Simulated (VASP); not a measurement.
# Na4AgS3 in VASP: notebook

Na4AgS3 is run at these levels: PBE; tasks: single point, relaxation of cell and atoms.

All numbers are computed with VASP 6.6.1; they aren't measurements. Logs are shortened: lines on timing, memory, paths and dates and some standing lists are left out, and cuts for length are marked.

**1. The cell of the first run**

The typed cell holds 8 atoms: a = 9.971 Å, b = 4.992 Å, c = 4.992 Å, α = 90.00°, β = 90.00°, γ = 90.00°.

The cell was generated, and may not be a known phase.

**2. Single point, PBE**

Input file INCAR:

```
  PREC = Accurate
  ENCUT = 520
  EDIFF = 1E-6
  ISMEAR = 0
  SIGMA = 0.1
  LREAL = F
  LASPH = T
  NELM = 100
  ALGO = Normal
  ISIF = 2
  LWAVE = F
  LCHARG = T
  GGA = PE
  LELF = T
  LVHAR = T
  NBANDS = 38
```

Input file KPOINTS:

```
Automatic mesh
0
Gamma
  4 6 6
```

Input file POSCAR:

```
Na4AgS3
1.0
    9.9714782486      0.0000000000      0.0000000000
    0.0000000000      3.5300972183      3.5302132289
    0.0000000000     -3.5300972183      3.5302132289
Na Ag S
4 1 3
Direct
    0.1621174073      0.8653815408      0.3654700691
    0.8378825927      0.3654700691      0.8653815408
    0.1621174073      0.3654700691      0.8653815408
    0.8378825927      0.8653815408      0.3654700691
    0.5000000000      0.8655340211      0.8655340211
    0.7308408039      0.8654821652      0.8654821652
    0.2691591961      0.8654821652      0.8654821652
    0.0000000000      0.3653992787      0.3653992787
```

Potentials or basis: VASP PAW PBE potentials, release 64 (Na_pv, Ag, S).

The run is started by

```bash
$ cat potpaw_PBE.64/Na_pv/POTCAR potpaw_PBE.64/Ag/POTCAR potpaw_PBE.64/S/POTCAR > POTCAR
$ mpirun -np 1 vasp_std > vasp.out
```

OUTCAR:

```text
PREC = Accurate
   ENCUT = 520
   EDIFF = 1E-6
   ISMEAR = 0
   LREAL = F
   LASPH = T
   NELM = 100
   ISIF = 2
   GGA = PE

 ion  position               nearest neighbor table
   1  0.162  0.865  0.365-   7 2.71   7 2.71
   2  0.838  0.365  0.865-   6 2.71   6 2.71
   3  0.162  0.365  0.865-   7 2.71   7 2.71
   4  0.838  0.865  0.365-   6 2.71   6 2.71
   5  0.500  0.866  0.866-   6 2.30   7 2.30
   6  0.731  0.865  0.865-   5 2.30   4 2.71   2 2.71   4 2.71   2 2.71
   7  0.269  0.865  0.865-   5 2.30   3 2.71   1 2.71   1 2.71   3 2.71
   8  0.000  0.365  0.365-

  LATTYP: Found a base centered orthorhombic cell.
 ALAT       =     7.0601944366
 B/A-ratio  =     1.0000328633
 C/A-ratio  =     1.4123517898

  Lattice vectors:

 A1 = (   0.0000000000,   3.5300972183,  -3.5302132289)
 A2 = (   0.0000000000,   3.5300972183,   3.5302132289)
 A3 = (   9.9714782486,   0.0000000000,   0.0000000000)

Analysis of symmetry for initial positions (statically):
=====================================================================
 Subroutine PRICEL returns:
 Original cell was already a primitive cell.

 Routine SETGRP: Setting up the symmetry group for a
 base centered orthorhombic supercell.

 Subroutine GETGRP returns: Found  4 space group operations
 (whereof  4 operations were pure point group operations)
 out of a pool of  8 trial point group operations.

The static configuration has the point symmetry C_2v.

Analysis of symmetry for dynamics (positions and initial velocities):
=====================================================================
 Subroutine PRICEL returns:
 Original cell was already a primitive cell.

 Routine SETGRP: Setting up the symmetry group for a
 base centered orthorhombic supercell.

 Subroutine GETGRP returns: Found  4 space group operations
 (whereof  4 operations were pure point group operations)
 out of a pool of  8 trial point group operations.

The dynamic configuration has the point symmetry C_2v.

 Subroutine INISYM returns: Found  4 space group operations
 (whereof  4 operations are pure point group operations),
 and found     1 'primitive' translations

----------------------------------------------------------------------------------------

                                     Primitive cell

  volume of cell :     248.5290

  direct lattice vectors                    reciprocal lattice vectors
     9.971478249  0.000000000  0.000000000     0.100286033  0.000000000  0.000000000
     0.000000000  3.530097218  3.530213229     0.000000000  0.141639159  0.141634504
     0.000000000 -3.530097218  3.530213229     0.000000000 -0.141639159  0.141634504

  length of vectors
     9.971478249  4.992393395  4.992393395     0.100286033  0.200304728  0.200304728

  position of ions in fractional coordinates (direct lattice)
     0.162117407  0.865381541  0.365470069
     0.837882593  0.365470069  0.865381541
     0.162117407  0.365470069  0.865381541
     0.837882593  0.865381541  0.365470069
     0.500000000  0.865534021  0.865534021
     0.730840804  0.865482165  0.865482165
     0.269159196  0.865482165  0.865482165
     0.000000000  0.365399279  0.365399279

  ion indices of the primitive-cell ions
   primitive index   ion index
                 1           1
                 2           2
                 3           3
                 4           4
                 5           5
                 6           6
                 7           7
                 8           8

----------------------------------------------------------------------------------------

 KPOINTS: Automatic mesh

Automatic generation of k-mesh.
 Grid dimensions read from file:
 generate k-points for:    4    6    6

 Generating k-lattice:

  Cartesian coordinates                     Fractional coordinates (reciprocal lattice)
     0.025071508  0.000000000  0.000000000     0.250000000  0.000000000  0.000000000
     0.000000000  0.023606526  0.023605751     0.000000000  0.166666667 -0.000000000
     0.000000000 -0.023606526  0.023605751     0.000000000 -0.000000000  0.166666667

  Length of vectors
     0.025071508  0.033384121  0.033384121

  Shift w.r.t. Gamma in fractional coordinates (k-lattice)
     0.000000000  0.000000000  0.000000000

 Subroutine IBZKPT returns following result:
 ===========================================

 Found     39 irreducible k-points:

 Following reciprocal coordinates:
            Coordinates               Weight
  0.000000  0.000000  0.000000      1.000000
  0.250000  0.000000  0.000000      2.000000
  0.500000  0.000000  0.000000      1.000000
  0.000000  0.166667  0.000000      4.000000
  0.250000  0.166667  0.000000      8.000000
  0.500000  0.166667  0.000000      4.000000
[... 16 lines left out ...]
  0.250000 -0.333333  0.166667      8.000000
  0.500000 -0.333333  0.166667      4.000000
 [... further k-points ...]
   k-points           NKPTS =     39   k-points in BZ     NKDIM =     39   number of bands    NBANDS=     38
[... 31 lines left out ...]
   EFERMI =   0.00;   METHOD = LEGACY
   ISMEAR =     0;   SIGMA  =   0.10  broadening in eV -4-tet -1-fermi 0-gaus
   EFERMI_NEDOS =   21; number of points for ismear=-14 and -15
   IALGO  =     38    algorithm
   IMIX   =      4    mixing-type and parameters
     AMIX     =   0.40;   BMIX     =  1.00
     AMIX_MAG =   1.60;   BMIX_MAG =  1.00
  volume/ion in A,a.u.               =      31.07       209.64
  Fermi-wavevector in a.u.,A,eV,Ry     =   1.002092  1.893678 13.662800  1.004187
  Thomas-Fermi vector in A             =   2.134556
   LORBIT       =      0    0 simple, 1 ext, 2 COOP (PROOUT), +10 PAW based schemes
   GGA     = PE    functional components
   LHFCALC =     F    Hartree Fock is set to
   AEXX    =    0.0000 exact exchange contribution
   IVDW    =     0    specifies the selected vdW correction
   LEPSILON=     F    determine dielectric tensor
   LRPA    =     F    only Hartree local field effects (RPA)
 non-spin polarized calculation
 Gauss-broadening in eV      SIGMA  =   0.10
  energy-cutoff  :      520.00
  volume of cell :      248.53
 maximum number of plane-waves:      6753
 NGX is ok and might be reduce to    80
   NGX = 37   NGY = 19   NGZ = 19

 number of electron      56.9999983 magnetization

 Free energy of the ion-electron system (eV)
  ---------------------------------------------------
  ext. energy  EPLUGINS =         0.00000000
  ---------------------------------------------------
  free energy    TOTEN  =       -25.83119873 eV

  energy without entropy =      -25.77064991  energy(sigma->0) =      -25.80092432

 E-fermi :  -0.6962     XC(G=0):  -6.8665

 val. band max:       -0.6997999084   @ k =   0.0000   0.5000   0.1667
 cond. band min:      -0.6906943578   @ k =   0.5000   0.3333   0.0000
 fundamental gap:      0.0091055506
 Fermi energy:        -0.6962077803

 k-point     1 :       0.0000    0.0000    0.0000
  band No.  band energies     occupation
      1     -23.0782      2.00000
      2     -23.0674      2.00000
      3     -23.0412      2.00000
      4     -23.0412      2.00000
      5     -23.0380      2.00000
      6     -23.0358      2.00000
[... 30 lines left out ...]
     37       6.6373      0.00000
     38       6.8587      0.00000

 k-point     2 :       0.2500    0.0000    0.0000
  band No.  band energies     occupation
      1     -23.0782      2.00000
      2     -23.0674      2.00000
      3     -23.0412      2.00000
      4     -23.0412      2.00000
      5     -23.0380      2.00000
      6     -23.0358      2.00000
[... 30 lines left out ...]
     37       6.3641      0.00000
     38       7.1899      0.00000

 k-point     3 :       0.5000    0.0000    0.0000
  band No.  band energies     occupation
      1     -23.0781      2.00000
      2     -23.0674      2.00000
      3     -23.0412      2.00000
      4     -23.0412      2.00000
      5     -23.0380      2.00000
      6     -23.0358      2.00000
[... 30 lines left out ...]
     37       6.2442      0.00000
[... 781 lines left out ...]
 k-point    23 :       0.2500   -0.3333    0.1667
  band No.  band energies     occupation
      1     -23.0748      2.00000
      2     -23.0701      2.00000
      3     -23.0432      2.00000
      4     -23.0375      2.00000
      5     -23.0354      2.00000
      6     -23.0322      2.00000
[... 30 lines left out ...]
     37       6.2632      0.00000
     38       6.5052      0.00000

 k-point    24 :       0.5000   -0.3333    0.1667
  band No.  band energies     occupation
      1     -23.0748      2.00000
      2     -23.0701      2.00000
      3     -23.0432      2.00000
      4     -23.0375      2.00000
      5     -23.0354      2.00000
      6     -23.0322      2.00000
[... 30 lines left out ...]
     37       6.2469      0.00000
     38       6.3958      0.00000

 [... further k-points ...]
[... 5 lines left out ...]
  --------------------------------------------------------------------------------------
  -------------------------------------------------------------------------------------
  Total       -0.0893756      0.0172125      0.0169520      0.0000000      0.0000000      0.0000000
  in kB       -0.5761721      0.1109627      0.1092834      0.0000000      0.0000000      0.0000000
  external PRESSURE =      -0.1186420 kB  Pullay stress =       0.0000000 kB

 VOLUME and BASIS-vectors are now :
 -----------------------------------------------------------------------------
  energy-cutoff  :      520.00
  volume of cell :      248.53
      direct lattice vectors                 reciprocal lattice vectors
     9.971478249  0.000000000  0.000000000     0.100286033  0.000000000  0.000000000
     0.000000000  3.530097218  3.530213229     0.000000000  0.141639159  0.141634504
     0.000000000 -3.530097218  3.530213229     0.000000000 -0.141639159  0.141634504

 POSITION                                       TOTAL-FORCE (eV/Angst)
 -----------------------------------------------------------------------------------
      1.61655      1.76474      4.34517         0.000294      0.000359      0.000609
      8.35493     -1.76474      4.34517        -0.000294     -0.000359      0.000609
      1.61655     -1.76474      4.34517         0.000294     -0.000359      0.000609
      8.35493      1.76474      4.34517        -0.000294      0.000359      0.000609
      4.98574      0.00000      6.11104         0.000000      0.000000     -0.000771
      7.28756      0.00000      6.11067        -0.018229      0.000000     -0.000802
      2.68392      0.00000      6.11067         0.018229      0.000000     -0.000802
      0.00000      0.00000      2.57987         0.000000      0.000000     -0.000062
 -----------------------------------------------------------------------------------
    total drift:                               -0.000000      0.000009      0.003728

  FREE ENERGIE OF THE ION-ELECTRON SYSTEM (eV)
  ---------------------------------------------------
  free  energy   TOTEN  =       -25.8311987344 eV

  energy  without entropy=      -25.7706499107  energy(sigma->0) =      -25.80092432
```

Wall time 12 min (1 thread of Oxide Virtual Turin-like, shared host); peak memory 0.51 GiB.

What came out:

```
Free energy            : -25.8312 eV
Pressure               : 0.0 GPa
Largest force          : 0.018 eV/Å
Band gap on the k mesh : zero (an odd number of electrons rules out a gap without spin polarisation)
```

Forces in eV/Å, atoms in the order of the input:
```
Na   0.000  0.000  0.001
Na   0.000  0.000  0.001
Na   0.000  0.000  0.001
Na   0.000  0.000  0.001
Ag   0.000  0.000 -0.001
S   -0.018  0.000 -0.001
S    0.018  0.000 -0.001
S    0.000  0.000  0.000
```

**3. Single point, PBE**

Input file INCAR:

```
PREC     = Accurate       # precision mode
ENCUT    = 520            # plane-wave cutoff, eV
EDIFF    = 1E-7           # SCF threshold, eV
ISMEAR   = 0              # smearing method
SIGMA    = 0.1            # smearing width, eV
LREAL    = False          # projectors in reciprocal space
LASPH    = True           # aspherical terms in the spheres
NELM     = 100            # most SCF steps
ALGO     = Normal         # electronic algorithm
ISIF     = 2              # what is computed and relaxed
LWAVE    = False          # write WAVECAR
LCHARG   = False          # write CHGCAR
GGA      = PE             # functional
NBANDS   = 38             # bands
```

KPOINTS is that of step 2.

Input file POSCAR:

```
Na4AgS3
1.0
    9.9702485479      0.0000000000      0.0000000000
    0.0000000000      3.5304200640      3.5305069582
    0.0000000000     -3.5304200640      3.5305069582
Na Ag S
4 1 3
Direct
    0.1621295017      0.8654581136      0.3654248554
    0.8378704983      0.3654248554      0.8654581136
    0.1621295017      0.3654248554      0.8654581136
    0.8378704983      0.8654581136      0.3654248554
    0.5000000000      0.8654786823      0.8654786823
    0.7308737772      0.8654388107      0.8654388107
    0.2691262228      0.8654388107      0.8654388107
    0.0000000000      0.3654786083      0.3654786083
```

Potentials or basis: VASP PAW PBE potentials, release 64 (Na_pv, Ag, S).

The run is started by

```bash
$ cat potpaw_PBE.64/Na_pv/POTCAR potpaw_PBE.64/Ag/POTCAR potpaw_PBE.64/S/POTCAR > POTCAR
$ mpirun -np 1 vasp_std > vasp.out
```

It took 12 min on 1 thread of Oxide Virtual Turin-like, shared host; peak memory 0.51 GiB.

It converged, with:

```yaml
Free_energy: -25.8312 eV
Pressure: 0.0 GPa
Largest_force: 0.019 eV/Å
Band_gap_on_the_k_mesh: zero (an odd number of electrons rules out a gap without spin polarisation)
```

Forces on the atoms (eV/Å):
```
Na   0.000  0.000  0.001
Na   0.000  0.000  0.001
Na   0.000  0.000  0.001
Na   0.000  0.000  0.001
Ag   0.000  0.000 -0.001
S   -0.019  0.000 -0.001
S    0.019  0.000 -0.001
S    0.000  0.000 -0.001
```

Levels at points of the mesh, in eV from the Fermi level:
```csv
k point,band 25,band 26,band 27,band 28,band 29,band 30,band 31,band 32,band 33,band 34
"(0.00, 0.00, 0.00)",-0.48,-0.25,-0.25,-0.07,-0.07,2.73,4.87,4.95,5.70,5.74
"(0.50, 0.00, 0.00)",-0.66,-0.59,-0.59,0.11,0.11,3.46,4.05,4.87,5.74,6.13
"(0.00, 0.50, 0.00)",-0.73,-0.52,-0.37,-0.03,0.07,4.25,4.49,5.05,5.62,6.58
"(0.50, 0.50, 0.00)",-0.54,-0.51,-0.37,-0.27,-0.06,4.44,4.67,5.01,5.87,6.24
"(0.00, 0.50, 0.50)",-0.53,-0.53,-0.53,-0.44,-0.44,4.25,4.75,5.11,5.11,6.07
"(0.50, 0.50, 0.50)",-1.14,-0.53,-0.47,-0.06,-0.06,5.05,5.08,5.08,5.10,5.48
```

**4. Relaxation of cell and atoms, PBE**

This run uses another cell than the first one, of 32.19 Å³/atom.

Input file INCAR:

```
SYSTEM = Na4AgS3
PREC = Accurate
ENCUT = 600
EDIFF = 1E-6
ISMEAR = 0
SIGMA = 0.2
LREAL = .FALSE.
LASPH = .TRUE.
NELM = 100
ALGO = Normal
ISIF = 3
LWAVE = .FALSE.
LCHARG = .FALSE.
GGA = PE
IBRION = 2
NSW = 80
EDIFFG = -0.025
```

Input file KPOINTS:

```
regular mesh
0
G
  4 4 2
  0 0 0
```

Input file POSCAR:

```
Na4AgS3
1.0
   -0.0108208647      3.5873244642      3.5298641306
   -0.0041785664      3.6081121467     -3.5506511298
  -10.1085046456      0.0211844733      0.0093809535
Na Ag S
4 1 3
Direct
    0.8753737281      0.6362489167      0.8393543836
    0.3549170127      0.1398067746      0.1578601662
    0.3597728275      0.1328489012      0.8402964674
    0.8553487464      0.6346025638      0.1608050033
    0.8635719646      0.1278366373      0.5003193473
    0.8792880747      0.1396695183      0.2678919909
    0.8706416881      0.1256143741      0.7315916268
    0.3646868078      0.6397714640      0.0018810145
```

The run is started by

```bash
$ cat potpaw_PBE.64/Na_pv/POTCAR potpaw_PBE.64/Ag/POTCAR potpaw_PBE.64/S/POTCAR > POTCAR
$ mpirun -np 1 vasp_std > vasp.out
```

It took 24 min on 1 thread of Oxide Virtual Turin-like, shared host; peak memory 0.48 GiB.

The run converged. Its results:

- Free energy: -25.9125 eV
- Relaxed volume: 31.08 Å³/atom
- Relaxed cell: a = 4.993 Å, b = 4.999 Å, c = 9.963 Å, α = 90.37°, β = 89.92°, γ = 90.11°
- Space group after relaxing (to 0.1 Å): P4/mmm (No. 123)
- Energy gained by relaxing: 8.8 meV/atom
- Ionic steps: 12
- Pressure after relaxing: 0.0 GPa
- Largest force after relaxing: 0.019 eV/Å
- Band gap on the k mesh: zero (an odd number of electrons rules out a gap without spin polarisation)

Forces on the atoms (eV/Å):
```
Na  -0.004 -0.011 -0.004
Na   0.002 -0.004  0.007
Na  -0.004 -0.002  0.002
Na   0.010  0.011  0.006
Ag   0.001  0.007 -0.009
S   -0.016 -0.009 -0.003
S    0.016  0.007  0.000
S   -0.007  0.000  0.001
```

Stress tensor (GPa, compression positive):
```
-0.07  0.00  0.00
 0.00  0.03  0.01
 0.00  0.01  0.01
```

Step by step:
| step | energy change (eV) | largest force (eV/Å) | pressure (GPa) | volume (Å³) |
| --- | --- | --- | --- | --- |
| 1 | 0.0000 | 0.5394 | -0.80 | 257.50 |
| 2 | -0.0440 | 0.2830 | -0.21 | 251.53 |
| 3 | -0.0474 | 0.3328 | 0.03 | 249.42 |
| 4 | -0.0616 | 0.1556 | 0.08 | 247.97 |
| 5 | -0.0656 | 0.0703 | 0.13 | 246.69 |
| 6 | -0.0674 | 0.0453 | 0.05 | 247.67 |
| 7 | -0.0680 | 0.1054 | -0.04 | 248.67 |
| 8 | -0.0690 | 0.0438 | -0.05 | 249.09 |
| 9 | -0.0691 | 0.0517 | -0.05 | 249.20 |
| 10 | -0.0697 | 0.0426 | -0.01 | 248.89 |
| 11 | -0.0704 | 0.0257 | 0.05 | 248.17 |
| 12 | -0.0706 | 0.0186 | -0.01 | 248.64 |

Final structure:
```
CELL_PARAMETERS angstrom
-0.00323 3.52699 3.53349
0.01609 3.53132 -3.53778
-9.96340 -0.01716 0.02740
ATOMIC_POSITIONS crystal
Na 0.86853 0.63227 0.83768
Na 0.36432 0.13860 0.16190
Na 0.36662 0.13300 0.83747
Na 0.86187 0.63689 0.16313
Ag 0.86575 0.13190 0.50002
S 0.86458 0.13815 0.26908
S 0.86658 0.13039 0.73097
S 0.36534 0.63520 0.99974
```

Levels at points of the mesh, in eV from the Fermi level:
| k point | band 26 | band 27 | band 28 | band 29 | band 30 | band 31 | band 32 | band 33 |
| --- | --- | --- | --- | --- | --- | --- | --- | --- |
| (0.00, 0.00, 0.00) | -0.29 | -0.29 | -0.12 | -0.11 | 2.69 | 4.83 | 4.91 | 5.65 |
| (0.50, 0.00, 0.00) | -0.56 | -0.41 | -0.07 | 0.03 | 4.20 | 4.46 | 5.01 | 5.58 |
| (0.00, 0.50, 0.00) | -0.56 | -0.40 | -0.07 | 0.03 | 4.20 | 4.45 | 5.01 | 5.58 |
| (0.50, 0.50, 0.00) | -0.57 | -0.57 | -0.48 | -0.48 | 4.22 | 4.71 | 5.06 | 5.07 |
| (0.00, 0.00, 0.50) | -0.63 | -0.62 | 0.07 | 0.07 | 3.42 | 4.01 | 4.83 | 5.70 |
| (0.50, 0.00, 0.50) | -0.54 | -0.41 | -0.31 | -0.10 | 4.39 | 4.63 | 4.97 | 5.83 |
| (0.00, 0.50, 0.50) | -0.54 | -0.40 | -0.31 | -0.10 | 4.39 | 4.63 | 4.97 | 5.83 |
| (0.50, 0.50, 0.50) | -0.57 | -0.51 | -0.10 | -0.10 | 4.99 | 5.03 | 5.05 | 5.08 |

**5. The runs side by side**

| task | cell | k mesh | cutoff (eV) | smearing | gap on the mesh (eV) | pressure (GPa) | largest force (eV/Å) |
| --- | --- | --- | --- | --- | --- | --- | --- |
| single point | a = 9.971, b = 4.992, c = 4.992 Å, 8 atoms, atomic positions A | 4 × 6 × 6 | 520 | gaussian 0.1 eV | none | 0.0 | 0.02 |
| single point | a = 9.970, b = 4.993, c = 4.993 Å, 8 atoms, atomic positions B | 4 × 6 × 6 | 520 | gaussian 0.1 eV | none | 0.0 | 0.02 |
| relaxation of cell and atoms | relaxed from a = 5.033, b = 5.062, c = 10.109 Å, angles 89.9, 89.8, 89.1°, 8 atoms, atomic positions C | 4 × 4 × 2 | 600 | gaussian 0.2 eV | none | 0.0 | 0.02 |

Alike in all rows: level PBE; potentials or basis VASP PAW PBE potentials, release 64 (Na_pv, Ag, S); no spin polarisation.

Total energies depend on the potentials used, so only differences within one code and one set of settings carry meaning.
